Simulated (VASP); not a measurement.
Crystal: SiO2.

```
Si O
1.0
     1.68975    0.97558    5.51869
    -1.68975    0.97558    5.51869
     0.00000   -1.95115    5.51869
Si O
2 4
Direct
  0.12500 0.12500 0.12500
  0.87500 0.87500 0.87500
  0.75000 0.75000 0.75000
  0.50000 0.50000 0.50000
  0.25000 0.25000 0.25000
  0.00000 0.00000 0.00000
```

This cell differs from its parent crystal: atoms taken out.

* Program: VASP 6.6.1
* Task: relaxation of cell and atoms
* Functional: PBE
* Potentials or basis: VASP PAW PBE potentials, release 64 (Si, O)
* Cutoff: 600 eV
* k mesh: 6 × 6 × 6
* Occupations: gaussian, width 0.1 eV
* Spin: collinear spin, ferromagnetic start
* Starting moments: [0.0, 0.0, 1.0, 1.0, 1.0, 1.0] μB

At the start: pressure 4.3 GPa; volume 9.10 Å³/atom.

Where does the relaxation end?

Over 15 steps the energy falls by 1234.5 meV/atom; space group R-3m (No. 166, to 0.1 Å) before and after; moment 0.00 μB per cell.

Step by step:
```csv
step,energy change (eV),largest force (eV/Å),pressure (GPa),volume (Å³)
1,0.0000,8.4547,4.25,54.58
2,-6.0284,6.9236,-1.04,56.04
3,-6.4542,3.4100,-10.81,55.85
4,-6.4662,3.2920,-9.96,55.88
5,-7.1810,2.8774,14.38,51.68
6,-7.1994,2.8036,10.24,52.20
7,-6.5458,6.3681,10.57,53.68
8,-7.3638,0.3421,7.49,52.66
9,-7.3644,0.1925,7.56,52.63
10,-7.3904,0.4505,-3.46,55.02
11,-7.4008,0.2560,0.18,54.16
12,-7.4057,0.2398,0.27,54.42
13,-7.4057,0.2461,0.27,54.43
14,-7.4068,0.1085,-0.06,54.63
15,-7.4072,0.0376,0.04,54.57
```

Final structure:
```
Si O
1.0
     1.76983    1.02181    5.02877
    -1.76983    1.02181    5.02877
     0.00000   -2.04363    5.02877
Si O
2 4
Direct
  0.10779 0.10779 0.10779
  0.89221 0.89221 0.89221
  0.77486 0.77486 0.77486
  0.50000 0.50000 0.50000
  0.22514 0.22514 0.22514
  0.00000 0.00000 0.00000
```

Caveat: the cell differs from its parent crystal (atoms taken out).
